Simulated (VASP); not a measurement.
# GaN (F-43m) in VASP: a series of runs

The runs below take GaN through single point, relaxation of cell and atoms, with RPBE, BLYP, LDA.

Program: VASP 6.6.1. These are calculated values, not measurements. Logs are shortened: lines on timing, memory, paths and dates and some standing lists are left out, and cuts for length are marked.

### 1 The cell of the first run

It takes space group F-43m (No. 216, cubic). The conventional cell has a = 4.583 Å, b = 4.583 Å, c = 4.583 Å, α = 90.00°, β = 90.00°, γ = 90.00°. Within 2.6 Å of Ga (site symmetry -43m) lie 4 N at 1.98 Å. Within 2.6 Å of N (site symmetry -43m) lie 4 Ga at 1.98 Å.

### 2 Single point, RPBE

The input, INCAR:

```
PREC = Accurate ; ENCUT = 520
EDIFF = 1E-6 ; ISMEAR = -1
SIGMA = 0.05 ; LREAL = False
LASPH = True ; NELM = 80
ALGO = Normal ; ISIF = 2
LWAVE = False ; LCHARG = False
GGA = RP ; NBANDS = 16
```

The input, KPOINTS:

```
Automatic mesh
0
Gamma
  10 10 10
```

The input, POSCAR:

```
GaN
1.0
    0.0000000000      2.2913106334      2.2913106334
    2.2913106334      0.0000000000      2.2913106334
    2.2913106334      2.2913106334      0.0000000000
Ga N
1 1
Direct
    0.0000000000      0.0000000000      0.0000000000
    0.2500000000      0.2500000000      0.2500000000
```

Potentials or basis: VASP PAW PBE potentials, release 64 (Ga_d, N).

Started as:

```bash
$ cat potpaw_PBE.64/Ga_d/POTCAR potpaw_PBE.64/N/POTCAR > POTCAR
$ mpirun -np 1 vasp_std > vasp.out
```

OUTCAR:

```text
PREC = Accurate
   ENCUT = 520
   EDIFF = 1E-6
   ISMEAR = -1
   LREAL = False
   LASPH = True
   NELM = 80
   ISIF = 2
   GGA = RP

 ion  position               nearest neighbor table
   1  0.000  0.000  0.000-   2 1.98   2 1.98   2 1.98   2 1.98
   2  0.250  0.250  0.250-   1 1.98   1 1.98   1 1.98   1 1.98

  LATTYP: Found a face centered cubic cell.
 ALAT       =     4.5826212668

  Lattice vectors:

 A1 = (   0.0000000000,   2.2913106334,   2.2913106334)
 A2 = (   2.2913106334,   0.0000000000,   2.2913106334)
 A3 = (   2.2913106334,   2.2913106334,   0.0000000000)

Analysis of symmetry for initial positions (statically):
=====================================================================
 Subroutine PRICEL returns:
 Original cell was already a primitive cell.

 Routine SETGRP: Setting up the symmetry group for a
 face centered cubic supercell.

 Subroutine GETGRP returns: Found 24 space group operations
 (whereof 24 operations were pure point group operations)
 out of a pool of 48 trial point group operations.

The static configuration has the point symmetry T_d .

Analysis of symmetry for dynamics (positions and initial velocities):
=====================================================================
 Subroutine PRICEL returns:
 Original cell was already a primitive cell.

 Routine SETGRP: Setting up the symmetry group for a
 face centered cubic supercell.

 Subroutine GETGRP returns: Found 24 space group operations
 (whereof 24 operations were pure point group operations)
 out of a pool of 48 trial point group operations.

The dynamic configuration has the point symmetry T_d .

 Subroutine INISYM returns: Found 24 space group operations
 (whereof 24 operations are pure point group operations),
 and found     1 'primitive' translations

----------------------------------------------------------------------------------------

                                     Primitive cell

  volume of cell :      24.0592

  direct lattice vectors                    reciprocal lattice vectors
     0.000000000  2.291310633  2.291310633    -0.218215720  0.218215720  0.218215720
     2.291310633  0.000000000  2.291310633     0.218215720 -0.218215720  0.218215720
     2.291310633  2.291310633  0.000000000     0.218215720  0.218215720 -0.218215720

  length of vectors
     3.240402573  3.240402573  3.240402573     0.377960714  0.377960714  0.377960714

  position of ions in fractional coordinates (direct lattice)
     0.000000000  0.000000000  0.000000000
     0.250000000  0.250000000  0.250000000

  ion indices of the primitive-cell ions
   primitive index   ion index
                 1           1
                 2           2

----------------------------------------------------------------------------------------

 KPOINTS: Automatic mesh

Automatic generation of k-mesh.
 Grid dimensions read from file:
 generate k-points for:   10   10   10

 Generating k-lattice:

  Cartesian coordinates                     Fractional coordinates (reciprocal lattice)
    -0.021821572  0.021821572  0.021821572     0.100000000  0.000000000  0.000000000
     0.021821572 -0.021821572  0.021821572     0.000000000  0.100000000  0.000000000
     0.021821572  0.021821572 -0.021821572     0.000000000  0.000000000  0.100000000

  Length of vectors
     0.037796071  0.037796071  0.037796071

  Shift w.r.t. Gamma in fractional coordinates (k-lattice)
     0.000000000  0.000000000  0.000000000

 Subroutine IBZKPT returns following result:
 ===========================================

 Found     47 irreducible k-points:

 Following reciprocal coordinates:
            Coordinates               Weight
  0.000000  0.000000  0.000000      1.000000
  0.100000  0.000000  0.000000      8.000000
  0.200000  0.000000  0.000000      8.000000
  0.300000  0.000000  0.000000      8.000000
  0.400000  0.000000  0.000000      8.000000
  0.500000  0.000000  0.000000      4.000000
[... 16 lines left out ...]
  0.300000  0.300000  0.000000      6.000000
  0.400000  0.300000  0.000000     24.000000
 [... further k-points ...]
   k-points           NKPTS =     47   k-points in BZ     NKDIM =     47   number of bands    NBANDS=     16
   number of dos      NEDOS =    301   number of ions     NIONS =      2
   total plane-waves  NPLWV =  13824
   dimension x,y,z NGX =    24 NGY =   24 NGZ =   24
   dimension x,y,z NGXF=    48 NGYF=   48 NGZF=   48
   ions per type =               1   1
   NGX,Y,Z   is equivalent  to a cutoff of  12.31, 12.31, 12.31 a.u.
   NGXF,Y,Z  is equivalent  to a cutoff of  24.63, 24.63, 24.63 a.u.
 SYSTEM =  unknown system
   PREC   = accura    normal or accurate (medium, high low for compatibility)
   ISTART =      0    job   : 0-new  1-cont  2-samecut
   ICHARG =      2    charge: 1-file 2-atom 10-const
   ISPIN  =      1    spin polarized calculation?
   LNONCOLLINEAR =      F non collinear calculations
   LSORBIT =      F    spin-orbit coupling
   LASPH  =      T    aspherical Exc in radial PAW
   ENCUT  =  520.0 eV  38.22 Ry    6.18 a.u.   6.03  6.03  6.03*2*pi/ulx,y,z
   NELM   =     80;   NELMIN=  2; NELMDL= -5     # of ELM steps
   EDIFF  = 0.1E-05   stopping-criterion for ELM
   LREAL  =      F    real-space projection
   EDIFFG = 0.1E-04   stopping-criterion for IOM
   NSW    =      0    number of steps for IOM
   IBRION =     -1    ionic relax: 0-MD 1-quasi-New 2-CG
   NFREE  =      0    steps in history (QN), initial steepest desc. (CG)
   ISIF   =      2    stress and relaxation
   ISYM   =      2    0-nonsym 1-usesym 2-fastsym
   POTIM  = 0.5000    time-step for ionic-motion
   TEBEG  =    0.0;   TEEND  =   0.0 temperature during run
   PSTRESS=    0.0 pullay stress
   NELECT =      18.0000    total number of electrons
   NUPDOWN=      -1.0000    fix difference up-down
   EMIN   =  10.00;   EMAX   =-10.00  energy-range for DOS
   EFERMI =   0.00;   METHOD = LEGACY
   ISMEAR =    -1;   SIGMA  =   0.05  broadening in eV -4-tet -1-fermi 0-gaus
   EFERMI_NEDOS =   21; number of points for ismear=-14 and -15
   IALGO  =     38    algorithm
   IMIX   =      4    mixing-type and parameters
     AMIX     =   0.40;   BMIX     =  1.00
     AMIX_MAG =   1.60;   BMIX_MAG =  1.00
  volume/ion in A,a.u.               =      12.03        81.18
  Fermi-wavevector in a.u.,A,eV,Ry     =   1.486181  2.808475 30.051649  2.208734
  Thomas-Fermi vector in A             =   2.599500
   LORBIT       =      0    0 simple, 1 ext, 2 COOP (PROOUT), +10 PAW based schemes
   GGA     = RP    functional components
   LHFCALC =     F    Hartree Fock is set to
   AEXX    =    0.0000 exact exchange contribution
   IVDW    =     0    specifies the selected vdW correction
   LEPSILON=     F    determine dielectric tensor
   LRPA    =     F    only Hartree local field effects (RPA)
 non-spin polarized calculation
  energy-cutoff  :      520.00
  volume of cell :       24.06
 maximum number of plane-waves:       662
   NGX = 13   NGY = 13   NGZ = 13

 number of electron      17.9999983 magnetization

 Free energy of the ion-electron system (eV)
  ---------------------------------------------------
  ext. energy  EPLUGINS =         0.00000000
  ---------------------------------------------------
  free energy    TOTEN  =       -11.33602299 eV

  energy without entropy =      -11.33602299  energy(sigma->0) =      -11.33602299

 E-fermi :   5.6656     XC(G=0): -11.2043

 val. band max:        4.8901580088   @ k =   0.0000   0.0000   0.0000
 cond. band min:       6.3462925768   @ k =   0.0000   0.0000   0.0000
 fundamental gap:      1.4561345680
 Fermi energy:         5.6655985571

 k-point     1 :       0.0000    0.0000    0.0000
  band No.  band energies     occupation
      1     -10.6699      2.00000
      2      -8.5287      2.00000
      3      -8.5287      2.00000
      4      -8.5287      2.00000
      5      -8.2570      2.00000
      6      -8.2570      2.00000
[... 8 lines left out ...]
     15      23.4610      0.00000
     16      23.4610      0.00000

 k-point     2 :       0.1000    0.0000    0.0000
  band No.  band energies     occupation
      1     -10.5731      2.00000
      2      -8.5170      2.00000
      3      -8.5170      2.00000
      4      -8.4854      2.00000
      5      -8.2580      2.00000
      6      -8.2580      2.00000
[... 8 lines left out ...]
     15      22.1576      0.00000
     16      22.1763      0.00000

 k-point     3 :       0.2000    0.0000    0.0000
  band No.  band energies     occupation
      1     -10.3367      2.00000
      2      -8.4899      2.00000
      3      -8.4899      2.00000
      4      -8.3109      2.00000
      5      -8.2567      2.00000
      6      -8.2567      2.00000
[... 8 lines left out ...]
     15      21.4025      0.00000
     16      21.4025      0.00000

 k-point     4 :       0.3000    0.0000    0.0000
  band No.  band energies     occupation
      1     -10.1003      2.00000
      2      -8.4659      2.00000
      3      -8.4659      2.00000
      4      -8.2449      2.00000
      5      -8.2449      2.00000
      6      -7.9120      2.00000
[... 8 lines left out ...]
     15      21.8310      0.00000
     16      21.8310      0.00000

 k-point     5 :       0.4000    0.0000    0.0000
  band No.  band energies     occupation
      1      -9.9683      2.00000
      2      -8.4554      2.00000
      3      -8.4554      2.00000
      4      -8.2257      2.00000
      5      -8.2257      2.00000
      6      -7.3442      2.00000
[... 8 lines left out ...]
     15      23.1297      0.00000
     16      23.1297      0.00000

 k-point     6 :       0.5000    0.0000    0.0000
  band No.  band energies     occupation
      1      -9.9315      2.00000
      2      -8.4535      2.00000
      3      -8.4535      2.00000
      4      -8.2161      2.00000
      5      -8.2161      2.00000
      6      -7.0291      2.00000
[... 8 lines left out ...]
     15      24.0579      0.00000
     16      24.0579      0.00000
[... 267 lines left out ...]
 k-point    21 :      -0.3000    0.2000    0.0000
  band No.  band energies     occupation
      1      -9.9129      2.00000
      2      -8.4442      2.00000
      3      -8.4081      2.00000
      4      -8.2616      2.00000
      5      -8.2557      2.00000
      6      -7.2201      2.00000
[... 8 lines left out ...]
     15      21.7830      0.00000
     16      25.0004      0.00000

 k-point    22 :      -0.2000    0.2000    0.0000
  band No.  band energies     occupation
      1     -10.0284      2.00000
      2      -8.4508      2.00000
      3      -8.4396      2.00000
      4      -8.2751      2.00000
      5      -8.2600      2.00000
      6      -7.7496      2.00000
[... 8 lines left out ...]
     15      21.8823      0.00000
     16      24.9408      0.00000

 k-point    23 :       0.3000    0.3000    0.0000
  band No.  band energies     occupation
      1      -9.9610      2.00000
      2      -8.3902      2.00000
      3      -8.3661      2.00000
      4      -8.3661      2.00000
      5      -8.2136      2.00000
      6      -7.7208      2.00000
[... 8 lines left out ...]
     15      26.4471      0.00000
     16      26.6025      0.00000

 k-point    24 :       0.4000    0.3000    0.0000
  band No.  band energies     occupation
      1      -9.8759      2.00000
      2      -8.4089      2.00000
      3      -8.3366      2.00000
      4      -8.3362      2.00000
      5      -8.2048      2.00000
      6      -7.2883      2.00000
[... 8 lines left out ...]
     15      26.4637      0.00000
     16      26.8094      0.00000

 [... further k-points ...]
[... 5 lines left out ...]
  --------------------------------------------------------------------------------------
  -------------------------------------------------------------------------------------
  Total        0.0140527      0.0140527      0.0140527     -0.0000000     -0.0000000     -0.0000000
  in kB        0.9358112      0.9358112      0.9358112     -0.0000000     -0.0000000     -0.0000000
  external PRESSURE =       0.9358112 kB  Pullay stress =       0.0000000 kB

 VOLUME and BASIS-vectors are now :
 -----------------------------------------------------------------------------
  energy-cutoff  :      520.00
  volume of cell :       24.06
      direct lattice vectors                 reciprocal lattice vectors
     0.000000000  2.291310633  2.291310633    -0.218215720  0.218215720  0.218215720
     2.291310633  0.000000000  2.291310633     0.218215720 -0.218215720  0.218215720
     2.291310633  2.291310633  0.000000000     0.218215720  0.218215720 -0.218215720

 POSITION                                       TOTAL-FORCE (eV/Angst)
 -----------------------------------------------------------------------------------
      0.00000      0.00000      0.00000         0.000000      0.000000     -0.000000
      1.14566      1.14566      1.14566        -0.000000     -0.000000      0.000000
 -----------------------------------------------------------------------------------
    total drift:                                0.000001      0.000001      0.000001

  FREE ENERGIE OF THE ION-ELECTRON SYSTEM (eV)
  ---------------------------------------------------
  free  energy   TOTEN  =       -11.3360229907 eV

  energy  without entropy=      -11.3360229868  energy(sigma->0) =      -11.33602299
```

It took 6.8 s on 1 thread of Intel Xeon 6975P-C, shared host; peak memory 0.15 GiB.

What came out:

| Property | Result |
| --- | --- |
| Free energy | -11.3360 eV |
| Pressure | 0.1 GPa |
| Band gap on the k mesh | 1.46 eV, direct |

Caveat: the PAW data sets were made with another functional, which shifts forces and pressure a little.

### 3 Single point, BLYP

This run uses another cell than the first one, of 12.17 Å³/atom, 1.011 times its volume.

The input, INCAR:

```
SYSTEM = GaN
PREC = Accurate
ENCUT = 520
EDIFF = 1E-7
ISMEAR = -1
SIGMA = 0.05
LREAL = .False.
LASPH = .True.
NELM = 100
ALGO = Normal
ISIF = 2
LWAVE = .False.
LCHARG = .False.
GGA = B5
ALDAX = 1.0
AGGAX = 1.0
AGGAC = 1.0
ALDAC = 0.0
NBANDS = 16
```

The input, KPOINTS:

```
Automatic mesh
0
Gamma
  10 10 10
  0 0 0
```

The input, POSCAR:

```
GaN
1.0
    0.0000000000      2.2999562395      2.2999562395
    2.2999562395      0.0000000000      2.2999562395
    2.2999562395      2.2999562395      0.0000000000
Ga N
1 1
Direct
    0.0000000000      0.0000000000      0.0000000000
    0.2500000000      0.2500000000      0.2500000000
```

Potentials or basis: VASP PAW PBE potentials, release 64 (Ga_d, N).

Started as:

```bash
$ cat potpaw_PBE.64/Ga_d/POTCAR potpaw_PBE.64/N/POTCAR > POTCAR
$ mpirun -np 1 vasp_std > vasp.out
```

Run time: 16 s. Hardware: 1 thread of Intel Xeon 6975P-C, shared host; peak memory 0.15 GiB.

Results (log left out):

```yaml
Free_energy: -11.0170 eV
Pressure: 0.9 GPa
Band_gap_on_the_k_mesh: 1.40 eV, direct
```

Levels at points of the mesh, in eV from the valence-band top:
| k point | band 6 | band 7 | band 8 | band 9 | band 10 | band 11 | band 12 | band 13 |
| --- | --- | --- | --- | --- | --- | --- | --- | --- |
| (0.00, 0.00, 0.00) | -13.25 | 0.00 | 0.00 | 0.00 | 1.40 | 9.92 | 9.92 | 9.92 |
| (0.50, 0.00, 0.00) | -11.92 | -6.58 | -0.89 | -0.89 | 4.24 | 8.54 | 10.10 | 10.10 |
| (0.50, 0.50, 0.00) | -11.46 | -5.86 | -2.47 | -2.47 | 3.57 | 6.29 | 11.45 | 13.28 |

Caveat: the PAW data sets were made with another functional, which shifts forces and pressure a little. As with any semilocal functional, this BLYP gap is likely too small.

[end of part 1 of 3]
